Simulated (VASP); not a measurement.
# B5N (F-43m) in VASP: a series of runs, part 2 of 2

VASP 6.6.1.

## (5) Relaxation of cell and atoms, PBE

This run uses another cell than the first one, of 8.19 Å³/atom, 1.270 times its volume.

Contents of INCAR:

```
SYSTEM = B5N
PREC = Accurate
ENCUT = 600
EDIFF = 1E-7
ISMEAR = 0
SIGMA = 0.1
LREAL = .FALSE.
LASPH = .TRUE.
NELM = 100
ALGO = Normal
ISIF = 3
LWAVE = .FALSE.
LCHARG = .FALSE.
GGA = PE
IBRION = 2
NSW = 90
EDIFFG = -0.04
```

Contents of KPOINTS:

```
regular mesh
0
G
  6 6 6
  0 0 0
```

Contents of POSCAR:

```
B5N
1.0
    0.0000000000      2.9075085300      2.9075085300
    2.9075085300      0.0000000000      2.9075085300
    2.9075085300      2.9075085300      0.0000000000
B N
5 1
Direct
    0.6247520300      0.1257439000      0.6247520300
    0.2500000000      0.2500000000      0.2500000000
    0.1257439000      0.6247520300      0.6247520300
    0.6247520300      0.6247520300      0.6247520300
    0.6247520300      0.6247520300      0.1257439000
    0.0000000000      0.0000000000      0.0000000000
```

Potentials or basis: VASP PAW PBE potentials, release 64 (B, N).

Launch:

```sh
cat potpaw_PBE.64/B/POTCAR potpaw_PBE.64/N/POTCAR > POTCAR
mpirun -np 1 vasp_std > vasp.out
```

OUTCAR:

```text
SYSTEM = B5N
   PREC = Accurate
   ENCUT = 600
   EDIFF = 1E-7
   ISMEAR = 0
   LREAL = .FALSE.
   LASPH = .TRUE.
   NELM = 100
   ISIF = 3
   GGA = PE
   IBRION = 2
   NSW = 90
   EDIFFG = -0.04

 ion  position               nearest neighbor table
   1  0.625  0.126  0.625-   3 2.05   4 2.05   5 2.05   3 2.06   5 2.06   4 2.06
   2  0.250  0.250  0.250-
   3  0.126  0.625  0.625-   1 2.05   4 2.05   5 2.05   1 2.06   5 2.06   4 2.06
   4  0.625  0.625  0.625-   1 2.05   3 2.05   5 2.05   3 2.06   1 2.06   5 2.06
   5  0.625  0.625  0.126-   1 2.05   3 2.05   4 2.05   1 2.06   3 2.06   4 2.06
   6  0.000  0.000  0.000-

  LATTYP: Found a face centered cubic cell.
 ALAT       =     5.8150170600

  Lattice vectors:

 A1 = (   0.0000000000,   2.9075085300,   2.9075085300)
 A2 = (   2.9075085300,   0.0000000000,   2.9075085300)
 A3 = (   2.9075085300,   2.9075085300,   0.0000000000)

Analysis of symmetry for initial positions (statically):
=====================================================================
 Subroutine PRICEL returns:
 Original cell was already a primitive cell.

 Routine SETGRP: Setting up the symmetry group for a
 face centered cubic supercell.

 Subroutine GETGRP returns: Found 24 space group operations
 (whereof 24 operations were pure point group operations)
 out of a pool of 48 trial point group operations.

The static configuration has the point symmetry T_d .

Analysis of symmetry for dynamics (positions and initial velocities):
=====================================================================
 Subroutine PRICEL returns:
 Original cell was already a primitive cell.

 Routine SETGRP: Setting up the symmetry group for a
 face centered cubic supercell.

 Subroutine GETGRP returns: Found 24 space group operations
[... 189 lines left out ...]

--------------------------------------- Ionic step        2  -------------------------------------------

 number of electron      20.0000000 magnetization

 Free energy of the ion-electron system (eV)
  ---------------------------------------------------
  ext. energy  EPLUGINS =         0.00000000
  ---------------------------------------------------
  free energy    TOTEN  =       -29.44964547 eV

  energy without entropy =      -29.44068610  energy(sigma->0) =      -29.44516578

 E-fermi :   9.2037     XC(G=0): -12.7550

 val. band max:        9.1566598737   @ k =   0.0000   0.0000   0.0000
 cond. band min:       9.2656418308   @ k =   0.5000   0.5000   0.0000
 fundamental gap:      0.1089819571
 Fermi energy:         9.2036510015

 k-point     1 :       0.0000    0.0000    0.0000
  band No.  band energies     occupation
      1     -10.1990      2.00000
      2      -1.9549      2.00000
      3       0.2939      2.00000
      4       1.9577      2.00000
      5       1.9577      2.00000
      6       1.9577      2.00000
      7       4.8216      2.00000
      8       4.8216      2.00000
      9       4.8216      2.00000
     10       7.4226      2.00000
     11       7.4226      2.00000
     12       7.5661      2.00000
     13       9.1567      1.49367
     14       9.1567      1.49366
[... 241 lines left out ...]
      1      -7.2488      2.00000
      2      -4.5402      2.00000
      3      -4.2798      2.00000
      4      -2.6917      2.00000
      5       1.1541      2.00000
      6       2.1780      2.00000
      7       4.5344      2.00000
      8       6.9536      2.00000
      9       9.3123      0.12425
     10       9.5264      0.00001
     11      10.4846      0.00000
     12      11.1226      0.00000
     13      12.2696      0.00000
     14      12.9935      0.00000

------------------------ aborting loop because EDIFF is reached ----------------------------------------

  FORCE on cell =-STRESS in cart. coord.  units (eV):
  Direction    XX          YY          ZZ          XY          YZ          ZX
  --------------------------------------------------------------------------------------
  -------------------------------------------------------------------------------------
  Total        0.1000411      0.1000411      0.1000411      0.0000000      0.0000000      0.0000000
  in kB        4.1522710      4.1522710      4.1522710      0.0000000      0.0000000      0.0000000
  external PRESSURE =       4.1522710 kB  Pullay stress =       0.0000000 kB

 VOLUME and BASIS-vectors are now :
 -----------------------------------------------------------------------------
  energy-cutoff  :      600.00
  volume of cell :       38.60
      direct lattice vectors                 reciprocal lattice vectors
     0.000000000  2.682405432  2.682405432    -0.186399861  0.186399861  0.186399861
     2.682405432  0.000000000  2.682405432     0.186399861 -0.186399861  0.186399861
     2.682405432  2.682405432  0.000000000     0.186399861  0.186399861 -0.186399861

 POSITION                                       TOTAL-FORCE (eV/Angst)
 -----------------------------------------------------------------------------------
      2.01219      3.35262      2.01219         0.015491     -0.015491      0.015491
      1.34120      1.34120      1.34120        -0.000000     -0.000000     -0.000000
      3.35262      2.01219      2.01219        -0.015491      0.015491      0.015491
      3.35262      3.35262      3.35262        -0.015491     -0.015491     -0.015491
      2.01219      2.01219      3.35262         0.015491      0.015491     -0.015491
      0.00000      0.00000      0.00000        -0.000000     -0.000000     -0.000000
 -----------------------------------------------------------------------------------
    total drift:                                0.000002      0.000002      0.000002

  FREE ENERGIE OF THE ION-ELECTRON SYSTEM (eV)
  ---------------------------------------------------
  free  energy   TOTEN  =       -29.4496454666 eV

  energy  without entropy=      -29.4406860984  energy(sigma->0) =      -29.44516578

 reached required accuracy - stopping structural energy minimisation
```

OSZICAR:

```text
N       E                     dE             d eps       ncg     rms          rms(c)
DAV:   1     0.445671296991E+02    0.44567E+02   -0.10246E+04   448   0.146E+03
DAV:   2    -0.232531788211E+02   -0.67820E+02   -0.65816E+02   540   0.221E+02
DAV:   3    -0.282992285449E+02   -0.50460E+01   -0.48452E+01   688   0.478E+01
[... 18 lines left out ...]
DAV:   7    -0.294496576935E+02    0.14792E-03   -0.57456E-04   578   0.167E-01    0.350E-02
DAV:   8    -0.294496455708E+02    0.12123E-04   -0.63910E-05   624   0.600E-02    0.871E-03
DAV:   9    -0.294496452987E+02    0.27203E-06   -0.26080E-06   616   0.125E-02    0.350E-03
DAV:  10    -0.294496454460E+02   -0.14725E-06   -0.29064E-07   480   0.405E-03    0.137E-03
DAV:  11    -0.294496454666E+02   -0.20627E-07   -0.57014E-08   272   0.201E-03
   2 F= -.29449645E+02 E0= -.29445166E+02  d E =-.128323E+01
```

Run time: 55 s. Hardware: 1 thread of Intel Xeon 8259CL, shared host; peak memory 0.2 GiB.

Results:

```
Free energy                            : -29.4496 eV
Relaxed volume                         : 6.43 Å³/atom
Relaxed cell                           : a = 3.793 Å, b = 3.793 Å, c = 3.793 Å, α = 60.00°, β = 60.00°, γ = 60.00°
Space group after relaxing (to 0.05 Å) : F-43m (No. 216)
Energy gained by relaxing              : 213.9 meV/atom
Ionic steps                            : 2
Pressure after relaxing                : 0.4 GPa
Largest force after relaxing           : 0.027 eV/Å
```

Forces on the atoms (eV/Å):
```
B    0.015 -0.015  0.015
B    0.000  0.000  0.000
B   -0.015  0.015  0.015
B   -0.015 -0.015 -0.015
B    0.015  0.015 -0.015
N    0.000  0.000  0.000
```

The path:
| step | energy change (eV) | largest force (eV/Å) | pressure (GPa) | volume (Å³) |
| --- | --- | --- | --- | --- |
| 1 | 0.0000 | 0.0368 | -31.38 | 49.16 |
| 2 | -1.2832 | 0.0268 | 0.42 | 38.60 |

Final structure:
```
B N
1.0
     0.00000    2.68241    2.68241
     2.68241    0.00000    2.68241
     2.68241    2.68241    0.00000
B N
5 1
Direct
  0.62493 0.12522 0.62493
  0.25000 0.25000 0.25000
  0.12522 0.62493 0.62493
  0.62493 0.62493 0.62493
  0.62493 0.62493 0.12522
  0.00000 0.00000 0.00000
```

Caveat: the volume moved by over 15 % at a fixed basis, so the end points are rough; the bands computed are all filled at some k points, so no gap is given.

## (6) Overview

| task | spin | cell | cutoff (eV) | gap on the mesh (eV) | pressure (GPa) | largest force (eV/Å) |
| --- | --- | --- | --- | --- | --- | --- |
| single point | off | a = 3.797 Å, angles 60.0°, 6 atoms | 520 | none | -0.1 | - |
| single point | off | a = 4.112 Å, angles 60.0°, 6 atoms | 520 | none | -31.3 | 0.03 |
| single point | collinear, ferromagnetic start | a = 3.797 Å, angles 60.0°, 6 atoms | 520 | none | -0.1 | - |
| relaxation of cell and atoms | off | relaxed from a = 4.112 Å, angles 60.0°, 6 atoms | 600 | - | 0.4 | 0.03 |

Alike in all rows: level PBE; potentials or basis VASP PAW PBE potentials, release 64 (B, N); k mesh 6 × 6 × 6; smearing gaussian 0.1 eV.

Caveats: the volume moved by over 15 % at a fixed basis, so the end points are rough (some runs); the bands computed are all filled at some k points, so no gap is given (some runs).

Absolute energies hang on the potentials; compare differences alone.
